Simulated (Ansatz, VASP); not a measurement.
## Al in VASP and in Ansatz

```
Al
1.0
     2.81246    0.00000    0.00000
    -1.40623    2.43566    0.00000
     0.00000    0.00000    4.86685
Al
2
Direct
  0.66667 0.33333 0.75000
  0.33333 0.66667 0.25000
```

Alike in both runs: task relaxation of cell and atoms; functional LDA; k mesh 18 × 18 × 10; occupations gaussian, width 0.1 eV; no spin polarisation.

|  | VASP | Ansatz |
| --- | --- | --- |
| version | VASP 6.6.1 | Ansatz 0.2.0 |
| potentials or method | VASP PAW LDA potentials, release 64 (Al), cutoff 600 eV | scalar-relativistic, plane waves, PAW |
| valence electrons in the cell | 6 | 6 |

```tsv
	VASP	Ansatz	Ansatz less VASP
gap on the k mesh at the Fermi level, each at its own relaxed structure (eV)	none	none	-
relaxed volume (Å³/atom)	15.95	15.94	-0.016
relaxed cell length with the largest relative difference (Å)	4.689	4.686	-0.0032
```

LDA's correlation is that of Perdew and Zunger in VASP and of Perdew and Wang (1992) in Ansatz. A gap of «none» marks a metal or a gap that the smearing closes.
